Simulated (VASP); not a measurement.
The system is BaTe.

```
Ba Te
1.0
     6.00144    0.00000    0.00000
     0.00000    6.00144    0.00000
     0.00000    0.00000    4.24363
Ba Te
2 2
Direct
  0.50000 0.00000 0.49995
  0.00000 0.50000 0.50005
  0.00000 0.00000 0.00000
  0.50000 0.50000 0.00000
```

Base run:

```yaml
Program: VASP 6.6.1
Functional: PBEsol
Potentials_or_basis: VASP PAW PBE potentials, release 64 (Ba_sv, Te)
Cutoff: 520 eV
k_mesh: 6 × 6 × 8
Occupations: gaussian, width 0.05 eV
Spin: no spin polarisation
```

Its results: band gap on the k mesh 0.68 eV; pressure -1.4 GPa.

Q: The run is repeated on the same cell with these changes: functional from PBEsol to LDA; potentials or basis from VASP PAW PBE potentials, release 64 (Ba_sv, Te) to VASP PAW LDA potentials, release 64 (Ba_sv, Te). What comes out?

A: Band gap on the k mesh 0.64 eV; pressure -2.5 GPa.

Caveats: spin-orbit coupling is left out, which moves the levels of the heavy elements; the PAW data sets were made with another functional, which shifts forces and pressure a little (at least some runs).

A k mesh can miss the band edges.
